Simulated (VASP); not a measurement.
A run of VASP 6.6.1 is set up as follows.

File INCAR:

```
  PREC = Accurate
  ENCUT = 520
  EDIFF = 1E-7
  ISMEAR = 0
  SIGMA = 0.1
  LREAL = F
  LASPH = T
  NELM = 80
  ALGO = Normal
  ISIF = 2
  LWAVE = F
  LCHARG = T
  GGA = PE
  LELF = T
  LVHAR = T
  NBANDS = 13
```

The input KPOINTS:

```
Automatic mesh
0
Gamma
  14 14 14
```

The input POSCAR:

```
Pb
1.0
    0.0000000000      2.5459599016      2.5459599016
    2.5459599016      0.0000000000      2.5459599016
    2.5459599016      2.5459599016      0.0000000000
Pb
1
Direct
    0.0000000000      0.0000000000      0.0000000000
```

Potentials or basis: VASP PAW PBE potentials, release 64 (Pb_d).

Command:

```sh
$ cat potpaw_PBE.64/Pb_d/POTCAR > POTCAR
$ mpirun -np 1 vasp_std > vasp.out
```

Q: Estimate the band gap on the k mesh.

A: Zero (band 7 reaches 13.13 eV, above the bottom of band 8 at 4.98 eV).

Q: Predict the pressure.

A: -1.2 GPa.

Caveat: spin-orbit coupling is left out, which moves the levels of the heavy elements.
